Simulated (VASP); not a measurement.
# Ag (P6_3/mmc) in VASP: further runs

The runs below take Ag through single point, relaxation of cell and atoms, with revPBE.

Program: VASP 6.6.1. These are calculated values, not measurements. Logs are shortened: lines on timing, memory, paths and dates and some standing lists are left out, and cuts for length are marked.

## (1) The cell of the first run

Symmetry: P6_3/mmc, No. 194, hexagonal system. The conventional cell has a = 3.056 Å, b = 3.056 Å, c = 4.943 Å, α = 90.00°, β = 90.00°, γ = 120.00°. Within 4.0 Å of Ag (site symmetry -6m2) lie 12 Ag at 3.04 to 3.06 Å.

## (2) Single point, revPBE (volume scaled by 1.08)

Input file INCAR:

```
PREC = Accurate
ENCUT = 520
EDIFF = 1E-6
ISMEAR = -1
SIGMA = 0.1
LREAL = F
LASPH = T
NELM = 80
ALGO = Normal
ISIF = 2
LWAVE = F
LCHARG = F
GGA = RE
NBANDS = 18
```

Input file KPOINTS:

```
Automatic mesh
0
Gamma
  14 14 8
```

Input file POSCAR:

```
Ag
1.0
    3.0555672830      0.0000000000      0.0000000000
   -1.5277836415      2.6461988901      0.0000000000
    0.0000000000      0.0000000000      4.9428133390
Ag
2
Direct
    0.3333333333      0.6666666667      0.2500000000
    0.6666666667      0.3333333333      0.7500000000
```

Potentials or basis: VASP PAW PBE potentials, release 64 (Ag).

Run with:

```sh
$ cat potpaw_PBE.64/Ag/POTCAR > POTCAR
$ mpirun -np 1 vasp_std > vasp.out
```

OUTCAR:

```text
PREC = Accurate
   ENCUT = 520
   EDIFF = 1E-6
   ISMEAR = -1
   LREAL = F
   LASPH = T
   NELM = 80
   ISIF = 2
   GGA = RE

 ion  position               nearest neighbor table
   1  0.333  0.667  0.250-   2 3.04   2 3.04   2 3.04   2 3.04   2 3.04   2 3.04
   2  0.667  0.333  0.750-   1 3.04   1 3.04   1 3.04   1 3.04   1 3.04   1 3.04

  LATTYP: Found a hexagonal cell.
 ALAT       =     3.0555672830
 C/A-ratio  =     1.6176417932

  Lattice vectors:

 A1 = (   3.0555672830,   0.0000000000,   0.0000000000)
 A2 = (  -1.5277836415,   2.6461988901,   0.0000000000)
 A3 = (   0.0000000000,   0.0000000000,   4.9428133390)

Analysis of symmetry for initial positions (statically):
=====================================================================
 Subroutine PRICEL returns:
 Original cell was already a primitive cell.

 Routine SETGRP: Setting up the symmetry group for a
 hexagonal supercell.

 Subroutine GETGRP returns: Found 24 space group operations
 (whereof 12 operations were pure point group operations)
 out of a pool of 24 trial point group operations.

The static configuration has the point symmetry D_3d.
 The point group associated with its full space group is D_6h.

Analysis of symmetry for dynamics (positions and initial velocities):
=====================================================================
 Subroutine PRICEL returns:
 Original cell was already a primitive cell.

 Routine SETGRP: Setting up the symmetry group for a
 hexagonal supercell.

 Subroutine GETGRP returns: Found 24 space group operations
 (whereof 12 operations were pure point group operations)
 out of a pool of 24 trial point group operations.

The dynamic configuration has the point symmetry D_3d.
 The point group associated with its full space group is D_6h.

 Subroutine INISYM returns: Found 24 space group operations
 (whereof 12 operations are pure point group operations),
 and found     1 'primitive' translations

----------------------------------------------------------------------------------------

                                     Primitive cell

  volume of cell :      39.9658

  direct lattice vectors                    reciprocal lattice vectors
     3.055567283  0.000000000  0.000000000     0.327271471  0.188950272  0.000000000
    -1.527783641  2.646198890  0.000000000     0.000000000  0.377900544  0.000000000
     0.000000000  0.000000000  4.942813339     0.000000000  0.000000000  0.202313932

  length of vectors
     3.055567283  3.055567283  4.942813339     0.377900544  0.377900544  0.202313932

  position of ions in fractional coordinates (direct lattice)
     0.333333333  0.666666667  0.250000000
     0.666666667  0.333333333  0.750000000

  ion indices of the primitive-cell ions
   primitive index   ion index
                 1           1
                 2           2

----------------------------------------------------------------------------------------

 KPOINTS: Automatic mesh

Automatic generation of k-mesh.
 Grid dimensions read from file:
 generate k-points for:   14   14    8

 Generating k-lattice:

  Cartesian coordinates                     Fractional coordinates (reciprocal lattice)
     0.023376534  0.013496448  0.000000000     0.071428571  0.000000000  0.000000000
     0.000000000  0.026992896  0.000000000     0.000000000  0.071428571  0.000000000
     0.000000000  0.000000000  0.025289241     0.000000000  0.000000000  0.125000000

  Length of vectors
     0.026992896  0.026992896  0.025289241

  Shift w.r.t. Gamma in fractional coordinates (k-lattice)
     0.000000000  0.000000000  0.000000000

 Subroutine IBZKPT returns following result:
 ===========================================

 Found    120 irreducible k-points:

 Following reciprocal coordinates:
            Coordinates               Weight
  0.000000  0.000000  0.000000      1.000000
  0.071429  0.000000  0.000000      6.000000
  0.142857  0.000000  0.000000      6.000000
  0.214286 -0.000000  0.000000      6.000000
  0.285714 -0.000000  0.000000      6.000000
  0.357143  0.000000  0.000000      6.000000
[... 16 lines left out ...]
  0.285714  0.285714  0.000000      6.000000
  0.357143  0.285714  0.000000      6.000000
 [... further k-points ...]
   k-points           NKPTS =    120   k-points in BZ     NKDIM =    120   number of bands    NBANDS=     18
   number of dos      NEDOS =    301   number of ions     NIONS =      2
   total plane-waves  NPLWV =  23040
   dimension x,y,z NGX =    24 NGY =   24 NGZ =   40
   dimension x,y,z NGXF=    48 NGYF=   48 NGZF=   80
   ions per type =               2
   NGX,Y,Z   is equivalent  to a cutoff of  13.06, 13.06, 13.45 a.u.
   NGXF,Y,Z  is equivalent  to a cutoff of  26.12, 26.12, 26.91 a.u.
 SYSTEM =  unknown system
   PREC   = accura    normal or accurate (medium, high low for compatibility)
   ISTART =      0    job   : 0-new  1-cont  2-samecut
   ICHARG =      2    charge: 1-file 2-atom 10-const
   ISPIN  =      1    spin polarized calculation?
   LNONCOLLINEAR =      F non collinear calculations
   LSORBIT =      F    spin-orbit coupling
   LASPH  =      T    aspherical Exc in radial PAW
   ENCUT  =  520.0 eV  38.22 Ry    6.18 a.u.   5.68  5.68  9.19*2*pi/ulx,y,z
   NELM   =     80;   NELMIN=  2; NELMDL= -5     # of ELM steps
   EDIFF  = 0.1E-05   stopping-criterion for ELM
   LREAL  =      F    real-space projection
   EDIFFG = 0.1E-04   stopping-criterion for IOM
   NSW    =      0    number of steps for IOM
   IBRION =     -1    ionic relax: 0-MD 1-quasi-New 2-CG
   NFREE  =      0    steps in history (QN), initial steepest desc. (CG)
   ISIF   =      2    stress and relaxation
   ISYM   =      2    0-nonsym 1-usesym 2-fastsym
   POTIM  = 0.5000    time-step for ionic-motion
   TEBEG  =    0.0;   TEEND  =   0.0 temperature during run
   PSTRESS=    0.0 pullay stress
   NELECT =      22.0000    total number of electrons
   NUPDOWN=      -1.0000    fix difference up-down
   EMIN   =  10.00;   EMAX   =-10.00  energy-range for DOS
   EFERMI =   0.00;   METHOD = LEGACY
   ISMEAR =    -1;   SIGMA  =   0.10  broadening in eV -4-tet -1-fermi 0-gaus
   EFERMI_NEDOS =   21; number of points for ismear=-14 and -15
   IALGO  =     38    algorithm
   IMIX   =      4    mixing-type and parameters
     AMIX     =   0.40;   BMIX     =  1.00
     AMIX_MAG =   1.60;   BMIX_MAG =  1.00
  volume/ion in A,a.u.               =      19.98       134.85
  Fermi-wavevector in a.u.,A,eV,Ry     =   1.341692  2.535431 24.492362  1.800138
  Thomas-Fermi vector in A             =   2.469905
   LORBIT       =      0    0 simple, 1 ext, 2 COOP (PROOUT), +10 PAW based schemes
   GGA     = RE    functional components
   LHFCALC =     F    Hartree Fock is set to
   AEXX    =    0.0000 exact exchange contribution
   IVDW    =     0    specifies the selected vdW correction
   LEPSILON=     F    determine dielectric tensor
   LRPA    =     F    only Hartree local field effects (RPA)
 non-spin polarized calculation
  energy-cutoff  :      520.00
  volume of cell :       39.97
 maximum number of plane-waves:      1093
 NGX is ok and might be reduce to    24
   NGX = 11   NGY = 11   NGZ = 19

 number of electron      22.0000010 magnetization

 Free energy of the ion-electron system (eV)
  ---------------------------------------------------
  ext. energy  EPLUGINS =         0.00000000
  ---------------------------------------------------
  free energy    TOTEN  =        -4.54645701 eV

  energy without entropy =       -4.52784588  energy(sigma->0) =       -4.53715144

 E-fermi :   6.5396     XC(G=0): -11.1794

 val. band max:        6.3969361346   @ k =   0.4286   0.0714   0.1250
 cond. band min:       6.5545062455   @ k =   0.0714   0.0714   0.1250
 fundamental gap:      0.1575701109
 Fermi energy:         6.5395934003

 k-point     1 :       0.0000    0.0000    0.0000
  band No.  band energies     occupation
      1      -0.1287      2.00000
      2       1.0217      2.00000
      3       2.2394      2.00000
      4       2.2863      2.00000
      5       2.2863      2.00000
      6       2.4682      2.00000
[... 10 lines left out ...]
     17      23.5419      0.00000
     18      23.5796      0.00000

 k-point     2 :       0.0714    0.0000    0.0000
  band No.  band energies     occupation
      1      -0.0052      2.00000
      2       1.0854      2.00000
      3       2.1568      2.00000
      4       2.3431      2.00000
      5       2.3660      2.00000
      6       2.4503      2.00000
[... 10 lines left out ...]
     17      23.6922      0.00000
     18      24.0454      0.00000

 k-point     3 :       0.1429    0.0000    0.0000
  band No.  band energies     occupation
      1       0.3467      2.00000
      2       1.2439      2.00000
      3       2.0507      2.00000
      4       2.3803      2.00000
      5       2.4743      2.00000
      6       2.5059      2.00000
[... 10 lines left out ...]
     17      23.6310      0.00000
     18      24.0058      0.00000

 k-point     4 :       0.2143   -0.0000    0.0000
  band No.  band energies     occupation
      1       0.8408      2.00000
      2       1.3738      2.00000
      3       2.0339      2.00000
      4       2.1687      2.00000
      5       2.3520      2.00000
      6       2.4693      2.00000
[... 375 lines left out ...]
      4       2.1622      2.00000
      5       2.3882      2.00000
      6       2.4040      2.00000
[... 10 lines left out ...]
     17      16.5050      0.00000
     18      18.6480      0.00000

 k-point    23 :       0.2857    0.2857    0.0000
  band No.  band energies     occupation
      1       1.3860      2.00000
      2       1.6868      2.00000
      3       1.7454      2.00000
      4       2.1643      2.00000
      5       2.2070      2.00000
      6       2.3813      2.00000
[... 10 lines left out ...]
     17      17.0159      0.00000
     18      17.0662      0.00000

 k-point    24 :       0.3571    0.2857    0.0000
  band No.  band energies     occupation
      1       1.3636      2.00000
      2       1.7243      2.00000
      3       1.7837      2.00000
      4       2.1733      2.00000
      5       2.2051      2.00000
      6       2.3078      2.00000
[... 10 lines left out ...]
     17      16.0968      0.00000
     18      16.8778      0.00000

 [... further k-points ...]

------------------------ aborting loop because EDIFF is reached ----------------------------------------

  FORCE on cell =-STRESS in cart. coord.  units (eV):
  Direction    XX          YY          ZZ          XY          YZ          ZX
  --------------------------------------------------------------------------------------
  -------------------------------------------------------------------------------------
  Total       -1.2441759     -1.2441759     -1.1404778      0.0000000      0.0000000      0.0000000
  in kB      -49.8774010    -49.8774010    -45.7202782      0.0000000      0.0000000      0.0000000
  external PRESSURE =     -48.4916934 kB  Pullay stress =       0.0000000 kB

 VOLUME and BASIS-vectors are now :
 -----------------------------------------------------------------------------
  energy-cutoff  :      520.00
  volume of cell :       39.97
      direct lattice vectors                 reciprocal lattice vectors
     3.055567283  0.000000000  0.000000000     0.327271471  0.188950272  0.000000000
    -1.527783641  2.646198890  0.000000000     0.000000000  0.377900544  0.000000000
     0.000000000  0.000000000  4.942813339     0.000000000  0.000000000  0.202313932

 POSITION                                       TOTAL-FORCE (eV/Angst)
 -----------------------------------------------------------------------------------
     -0.00000      1.76413      1.23570        -0.000000      0.000000      0.000000
      1.52778      0.88207      3.70711         0.000000     -0.000000      0.000000
 -----------------------------------------------------------------------------------
    total drift:                               -0.000000      0.000000     -0.000000

  FREE ENERGIE OF THE ION-ELECTRON SYSTEM (eV)
  ---------------------------------------------------
  free  energy   TOTEN  =        -4.5464570125 eV

  energy  without entropy=       -4.5278458756  energy(sigma->0) =       -4.53715144
```

Run time: 20 s. Hardware: 1 thread of Intel Xeon 6975P-C (Granite Rapids), shared host; peak memory 0.2 GiB.

What came out:

```
Free energy            : -4.5465 eV
Pressure               : -4.8 GPa
Band gap on the k mesh : zero (band 11 reaches 9.86 eV, above the bottom of band 12 at 3.25 eV)
```

Stress tensor (GPa, compression positive):
```
-4.99  0.00  0.00
 0.00 -4.99  0.00
 0.00  0.00 -4.57
```

Levels at points of the mesh, in eV from the Fermi level:
| k point | band 7 | band 8 | band 9 | band 10 | band 11 | band 12 | band 13 | band 14 | band 15 | band 16 |
| --- | --- | --- | --- | --- | --- | --- | --- | --- | --- | --- |
| (0.00, 0.00, 0.00) | -4.07 | -3.84 | -3.84 | -3.05 | -3.05 | 0.07 | 2.92 | 15.04 | 16.33 | 16.33 |
| (0.50, 0.00, 0.00) | -3.51 | -2.98 | -2.90 | -2.87 | 0.15 | 1.16 | 6.29 | 6.55 | 8.12 | 9.41 |
| (0.00, 0.00, 0.50) | -3.99 | -3.99 | -3.29 | -3.29 | -3.29 | -3.29 | 10.19 | 10.19 | 15.36 | 15.36 |
| (0.50, 0.00, 0.50) | -3.07 | -3.07 | -2.91 | -2.91 | 0.95 | 0.95 | 3.73 | 3.73 | 12.33 | 12.33 |

Caveat: the PAW data sets were made with another functional, which shifts forces and pressure a little.

(Continued in part 2 of 3.)
